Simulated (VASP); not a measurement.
# SnO2 (P6_3/mmc) in VASP: further runs, part 2 of 2

VASP 6.6.1. Earlier steps stand in the parts before.

**4. Single point, PBE+D3(BJ) (15.38 Å³/atom, c/a of the conventional cell at fixed volume 2.8832)**

INCAR

```
  PREC = Accurate
  ENCUT = 520
  EDIFF = 1E-7
  ISMEAR = 0
  SIGMA = 0.05
  LREAL = False
  LASPH = True
  NELM = 100
  ALGO = Normal
  ISIF = 2
  LWAVE = False
  LCHARG = True
  GGA = PE
  IVDW = 12
  LELF = True
  LVHAR = True
  NBANDS = 35
```

KPOINTS

```
regular mesh
0
Gamma
  12 12 4
```

POSCAR

```
SnO2
1.0
    3.3308968759      0.0000000000      0.0000000000
   -1.6654484379      2.8846413119      0.0000000000
    0.0000000000      0.0000000000      9.6036418727
Sn O
2 4
Direct
    0.0000000000      0.0000000000      0.5000000000
    0.0000000000      0.0000000000      0.0000000000
    0.6666666667      0.3333333333      0.4017901367
    0.6666666667      0.3333333333      0.0982098633
    0.3333333333      0.6666666667      0.5982098633
    0.3333333333      0.6666666667      0.9017901367
```

Potentials or basis: VASP PAW PBE potentials, release 64 (Sn_d, O).

The run is started by

```
> cat potpaw_PBE.64/Sn_d/POTCAR potpaw_PBE.64/O/POTCAR > POTCAR
> mpirun -np 1 vasp_std > vasp.out
```

OUTCAR:

```text
PREC = Accurate
   ENCUT = 520
   EDIFF = 1E-7
   ISMEAR = 0
   LREAL = False
   LASPH = True
   NELM = 100
   ISIF = 2
   GGA = PE
   IVDW = 12
 IVDW          = 12

 ion  position               nearest neighbor table
   1  0.000  0.000  0.500-   3 2.14   5 2.14   5 2.14   3 2.14   3 2.14   5 2.14
   2  0.000  0.000  0.000-   4 2.14   6 2.14   6 2.14   4 2.14   4 2.14   6 2.14
   3  0.667  0.333  0.402-   1 2.14   1 2.14   1 2.14
   4  0.667  0.333  0.098-   2 2.14   2 2.14   2 2.14
   5  0.333  0.667  0.598-   1 2.14   1 2.14   1 2.14
   6  0.333  0.667  0.902-   2 2.14   2 2.14   2 2.14

  LATTYP: Found a hexagonal cell.
 ALAT       =     3.3308968759
 C/A-ratio  =     2.8832000000

  Lattice vectors:

 A1 = (   3.3308968759,   0.0000000000,   0.0000000000)
 A2 = (  -1.6654484379,   2.8846413119,   0.0000000000)
 A3 = (   0.0000000000,   0.0000000000,   9.6036418727)

Analysis of symmetry for initial positions (statically):
=====================================================================
 Subroutine PRICEL returns:
 Original cell was already a primitive cell.

 Routine SETGRP: Setting up the symmetry group for a
 hexagonal supercell.

 Subroutine GETGRP returns: Found 24 space group operations
 (whereof 12 operations were pure point group operations)
 out of a pool of 24 trial point group operations.

The static configuration has the point symmetry D_3d.
 The point group associated with its full space group is D_6h.

Analysis of symmetry for dynamics (positions and initial velocities):
=====================================================================
 Subroutine PRICEL returns:
 Original cell was already a primitive cell.

 Routine SETGRP: Setting up the symmetry group for a
 hexagonal supercell.

 Subroutine GETGRP returns: Found 24 space group operations
 (whereof 12 operations were pure point group operations)
 out of a pool of 24 trial point group operations.

The dynamic configuration has the point symmetry D_3d.
 The point group associated with its full space group is D_6h.

 Subroutine INISYM returns: Found 24 space group operations
 (whereof 12 operations are pure point group operations),
 and found     1 'primitive' translations

----------------------------------------------------------------------------------------

                                     Primitive cell

  volume of cell :      92.2760

  direct lattice vectors                    reciprocal lattice vectors
     3.330896876  0.000000000  0.000000000     0.300219442  0.173331775  0.000000000
    -1.665448438  2.884641312  0.000000000     0.000000000  0.346663551  0.000000000
     0.000000000  0.000000000  9.603641873     0.000000000  0.000000000  0.104127165

  length of vectors
     3.330896876  3.330896876  9.603641873     0.346663551  0.346663551  0.104127165

  position of ions in fractional coordinates (direct lattice)
     0.000000000  0.000000000  0.500000000
     0.000000000  0.000000000  0.000000000
     0.666666667  0.333333333  0.401790137
     0.666666667  0.333333333  0.098209863
     0.333333333  0.666666667  0.598209863
     0.333333333  0.666666667  0.901790137

  ion indices of the primitive-cell ions
   primitive index   ion index
                 1           1
[... 35 lines left out ...]
  0.083333  0.000000  0.000000      6.000000
  0.166667  0.000000  0.000000      6.000000
  0.250000  0.000000  0.000000      6.000000
  0.333333  0.000000  0.000000      6.000000
  0.416667  0.000000  0.000000      6.000000
[... 16 lines left out ...]
  0.250000  0.000000  0.250000     12.000000
  0.333333  0.000000  0.250000     12.000000
 [... further k-points ...]
   k-points           NKPTS =     57   k-points in BZ     NKDIM =     57   number of bands    NBANDS=     35
   number of dos      NEDOS =    301   number of ions     NIONS =      6
   total plane-waves  NPLWV =  56448
   dimension x,y,z NGX =    28 NGY =   28 NGZ =   72
   dimension x,y,z NGXF=    56 NGYF=   56 NGZF=  144
   ions per type =               2   4
   NGX,Y,Z   is equivalent  to a cutoff of  13.97, 13.97, 12.46 a.u.
   NGXF,Y,Z  is equivalent  to a cutoff of  27.95, 27.95, 24.93 a.u.
 SYSTEM =  unknown system
   PREC   = accura    normal or accurate (medium, high low for compatibility)
   ISTART =      0    job   : 0-new  1-cont  2-samecut
   ICHARG =      2    charge: 1-file 2-atom 10-const
   ISPIN  =      1    spin polarized calculation?
   LNONCOLLINEAR =      F non collinear calculations
   LSORBIT =      F    spin-orbit coupling
   LASPH  =      T    aspherical Exc in radial PAW
   ENCUT  =  520.0 eV  38.22 Ry    6.18 a.u.   6.19  6.19 17.86*2*pi/ulx,y,z
   NELM   =    100;   NELMIN=  2; NELMDL= -5     # of ELM steps
   EDIFF  = 0.1E-06   stopping-criterion for ELM
   LREAL  =      F    real-space projection
   EDIFFG = 0.1E-05   stopping-criterion for IOM
   NSW    =      0    number of steps for IOM
   IBRION =     -1    ionic relax: 0-MD 1-quasi-New 2-CG
   NFREE  =      0    steps in history (QN), initial steepest desc. (CG)
   ISIF   =      2    stress and relaxation
   ISYM   =      2    0-nonsym 1-usesym 2-fastsym
   POTIM  = 0.5000    time-step for ionic-motion
   TEBEG  =    0.0;   TEEND  =   0.0 temperature during run
   PSTRESS=    0.0 pullay stress
   NELECT =      52.0000    total number of electrons
   NUPDOWN=      -1.0000    fix difference up-down
   EMIN   =  10.00;   EMAX   =-10.00  energy-range for DOS
   EFERMI =   0.00;   METHOD = LEGACY
   ISMEAR =     0;   SIGMA  =   0.05  broadening in eV -4-tet -1-fermi 0-gaus
   EFERMI_NEDOS =   21; number of points for ismear=-14 and -15
   IALGO  =     38    algorithm
   IMIX   =      4    mixing-type and parameters
     AMIX     =   0.40;   BMIX     =  1.00
     AMIX_MAG =   1.60;   BMIX_MAG =  1.00
  volume/ion in A,a.u.               =      15.38       103.78
  Fermi-wavevector in a.u.,A,eV,Ry     =   1.352217  2.555319 24.878116  1.828490
  Thomas-Fermi vector in A             =   2.479574
   LORBIT       =      0    0 simple, 1 ext, 2 COOP (PROOUT), +10 PAW based schemes
   GGA     = PE    functional components
   LHFCALC =     F    Hartree Fock is set to
   AEXX    =    0.0000 exact exchange contribution
   IVDW    =    12    specifies the selected vdW correction
   LEPSILON=     F    determine dielectric tensor
   LRPA    =     F    only Hartree local field effects (RPA)
 non-spin polarized calculation
 Gauss-broadening in eV      SIGMA  =   0.05
  energy-cutoff  :      520.00
  volume of cell :       92.28
 maximum number of plane-waves:      2508
 NGX is ok and might be reduce to    28

 number of electron      52.0000005 magnetization

 Free energy of the ion-electron system (eV)
  ---------------------------------------------------
  ext. energy  EPLUGINS =         0.00000000
  ---------------------------------------------------
  free energy    TOTEN  =       -36.04079092 eV

  energy without entropy =      -36.04079092  energy(sigma->0) =      -36.04079092

 E-fermi :   3.4404     XC(G=0):  -9.6242

 val. band max:        3.1958611623   @ k =   0.2500   0.2500   0.0000
 cond. band min:       4.3301749599   @ k =   0.0000   0.0000   0.0000
 fundamental gap:      1.1343137976
 Fermi energy:         3.4403625180

 k-point     1 :       0.0000    0.0000    0.0000
  band No.  band energies     occupation
      1     -17.2510      2.00000
      2     -17.2487      2.00000
      3     -16.9916      2.00000
      4     -16.9916      2.00000
      5     -16.9912      2.00000
      6     -16.9912      2.00000
[... 901 lines left out ...]
     34      15.0648      0.00000
     35      15.0814      0.00000

 [... further k-points ...]

------------------------ aborting loop because EDIFF is reached ----------------------------------------

 Edisp (eV)   -0.99344

 E8    (eV) :    -0.3909

  FORCE on cell =-STRESS in cart. coord.  units (eV):
  Direction    XX          YY          ZZ          XY          YZ          ZX
  --------------------------------------------------------------------------------------
  -------------------------------------------------------------------------------------
  Total      -5.39782    -5.39782     1.83392    -0.00000     0.00000     0.00000
  in kB     -93.72160   -93.72160    31.84212    -0.00000     0.00000     0.00000
  external pressure =      -51.87 kB  Pullay stress =        0.00 kB

 VOLUME and BASIS-vectors are now :
 -----------------------------------------------------------------------------
  energy-cutoff  :      520.00
  volume of cell :       92.28
      direct lattice vectors                 reciprocal lattice vectors
     3.330896876  0.000000000  0.000000000     0.300219442  0.173331775  0.000000000
    -1.665448438  2.884641312  0.000000000     0.000000000  0.346663551  0.000000000
     0.000000000  0.000000000  9.603641873     0.000000000  0.000000000  0.104127165

 POSITION                                       TOTAL-FORCE (eV/Angst)
 -----------------------------------------------------------------------------------
      0.00000      0.00000      4.80182        -0.000000      0.000000      0.000000
      0.00000      0.00000      0.00000        -0.000000      0.000000      0.000000
      1.66545      0.96155      3.85865        -0.000000      0.000000     -0.159866
      1.66545      0.96155      0.94317        -0.000000      0.000000      0.159866
     -0.00000      1.92309      5.74499         0.000000     -0.000000      0.159866
     -0.00000      1.92309      8.66047         0.000000     -0.000000     -0.159866
 -----------------------------------------------------------------------------------
    total drift:                               -0.000000     -0.000000      0.000000

  FREE ENERGIE OF THE ION-ELECTRON SYSTEM (eV)
  ---------------------------------------------------
  free  energy   TOTEN  =       -37.0342283346 eV

  energy  without entropy=      -37.0342283346  energy(sigma->0) =      -37.03422833
```

Run time: 2 min. Hardware: 1 thread of Intel Xeon 6975P-C (Granite Rapids), shared host; peak memory 0.31 GiB.

What came out:

```yaml
Free_energy: -37.0342 eV
Pressure: -5.2 GPa
Largest_force: 0.160 eV/Å
Band_gap_on_the_k_mesh: 1.13 eV (least direct gap 1.54 eV)
Dispersion_energy_per_atom: -0.166 eV
```

Forces on the atoms (eV/Å):
```
Sn   0.000  0.000  0.000
Sn   0.000  0.000  0.000
O    0.000  0.000 -0.160
O    0.000  0.000  0.160
O    0.000  0.000  0.160
O    0.000  0.000 -0.160
```

Levels at points of the mesh, in eV from the valence-band top:
```tsv
k point	band 22	band 23	band 24	band 25	band 26	band 27	band 28	band 29	band 30	band 31
(0.00, 0.00, 0.00)	-1.44	-1.44	-1.36	-1.36	-0.40	1.13	2.31	4.71	5.49	10.05
(0.50, 0.00, 0.00)	-0.97	-0.96	-0.89	-0.77	-0.12	4.43	4.67	6.12	7.28	8.88
(0.00, 0.00, 0.50)	-1.39	-1.39	-1.39	-1.04	-1.04	1.78	1.78	5.10	5.10	10.13
(0.50, 0.00, 0.50)	-1.42	-0.83	-0.83	-0.42	-0.42	4.54	4.54	6.64	6.64	9.13
```

Caveat: the cell differs from its parent crystal (c/a of the conventional cell at fixed volume 2.8832); the stress differs along the axes, from -9 to 3 GPa; spin-orbit coupling is left out, which moves the levels of the heavy elements.

**5. Single point, PBE+D3(BJ)**

This run uses another cell than the first one, of the same volume but with other edges.

INCAR

```
PREC = Accurate
ENCUT = 520
EDIFF = 1E-6
ISMEAR = 0
SIGMA = 0.05
LREAL = False
LASPH = True
NELM = 100
ALGO = Normal
ISIF = 2
LWAVE = False
LCHARG = False
GGA = PE
IVDW = 12
NBANDS = 35
```

KPOINTS

```
Automatic mesh
0
Gamma
  12 12 4
```

POSCAR

```
SnO2
1.0
    3.3308968759      0.0000000000      0.0000000000
   -1.6654484379      2.8846413119      0.0000000000
    0.0000000000      0.0000000000      9.6036418727
Sn O
2 4
Direct
    0.0000000000      0.0000000000      0.5000000000
    0.0000000000      0.0000000000      0.0000000000
    0.6666666667      0.3333333333      0.3824347919
    0.6666666667      0.3333333333      0.1175652081
    0.3333333333      0.6666666667      0.6175652081
    0.3333333333      0.6666666667      0.8824347919
```

The run is started by

```
> cat potpaw_PBE.64/Sn_d/POTCAR potpaw_PBE.64/O/POTCAR > POTCAR
> mpirun -np 1 vasp_std > vasp.out
```

It took 86 s on 1 thread of Intel Xeon 6975P-C (Granite Rapids), shared host; peak memory 0.32 GiB.

Results (log left out):

```yaml
Free_energy: -36.3059 eV
Pressure: -14.4 GPa
Largest_force: 2.084 eV/Å
Band_gap_on_the_k_mesh: 0.62 eV (least direct gap 0.67 eV)
Dispersion_energy_per_atom: -0.167 eV
```

Forces in eV/Å, atoms in the order of the input:
```
Sn   0.000  0.000  0.000
Sn   0.000  0.000  0.000
O    0.000  0.000  2.084
O    0.000  0.000 -2.084
O    0.000  0.000 -2.084
O    0.000  0.000  2.084
```

Stress tensor (GPa, compression positive):
```
-17.42   0.00   0.00
  0.00 -17.42   0.00
  0.00   0.00  -8.36
```

Levels at points of the mesh, in eV from the valence-band top:
| k point | band 24 | band 25 | band 26 | band 27 | band 28 | band 29 |
| --- | --- | --- | --- | --- | --- | --- |
| (0.00, 0.00, 0.00) | -1.19 | -1.19 | -0.06 | 0.62 | 2.15 | 3.96 |
| (0.50, 0.00, 0.00) | -1.25 | -0.98 | -0.06 | 3.17 | 3.55 | 5.33 |
| (0.00, 0.00, 0.50) | -1.26 | -1.12 | -1.12 | 1.57 | 1.57 | 4.39 |
| (0.50, 0.00, 0.50) | -1.11 | -0.55 | -0.55 | 3.36 | 3.36 | 5.82 |

Caveat: the cell differs from its parent crystal (atoms shifted along a free coordinate, c/a of the conventional cell at fixed volume 2.8832); the stress differs along the axes, from -17 to -8 GPa; semilocal functionals underestimate gaps, and a narrow one can read as zero; spin-orbit coupling is left out, which moves the levels of the heavy elements; forces of over 1 eV/Å act on the atoms, so gaps and moduli don't describe the material at rest. A k mesh can miss the band edges.

**6. The runs side by side**

| cell | gap on the mesh (eV) | pressure (GPa) | largest force (eV/Å) |
| --- | --- | --- | --- |
| a = 3.184, b = 3.184, c = 10.511 Å, angles 90.0, 90.0, 120.0°, 6 atoms, atomic positions A | 1.41 | -13.1 | 3.05 |
| a = 3.184, b = 3.184, c = 10.511 Å, angles 90.0, 90.0, 120.0°, 6 atoms, atomic positions B | 1.62 | -10.9 | 2.52 |
| a = 3.331, b = 3.331, c = 9.604 Å, angles 90.0, 90.0, 120.0°, 6 atoms, atomic positions C | 1.13 | -5.2 | 0.16 |
| a = 3.331, b = 3.331, c = 9.604 Å, angles 90.0, 90.0, 120.0°, 6 atoms, atomic positions B | 0.62 | -14.4 | 2.08 |

Alike in all rows: task single point; level PBE+D3(BJ); potentials or basis VASP PAW PBE potentials, release 64 (Sn_d, O); no spin polarisation; k mesh 12 × 12 × 4; cutoff (eV) 520; smearing gaussian 0.05 eV.

Caveats: spin-orbit coupling is left out, which moves the levels of the heavy elements; forces of over 1 eV/Å act on the atoms, so gaps and moduli don't describe the material at rest (at least some runs); the stress differs along the axes, from -24 to -8 GPa (at least some runs); the stress differs along the axes, from -20 to -6 GPa (at least some runs); the stress differs along the axes, from -9 to 3 GPa (at least some runs); the stress differs along the axes, from -17 to -8 GPa (at least some runs); semilocal functionals underestimate gaps, and a narrow one can read as zero (at least some runs).

Absolute energies hang on the potentials; compare differences alone.
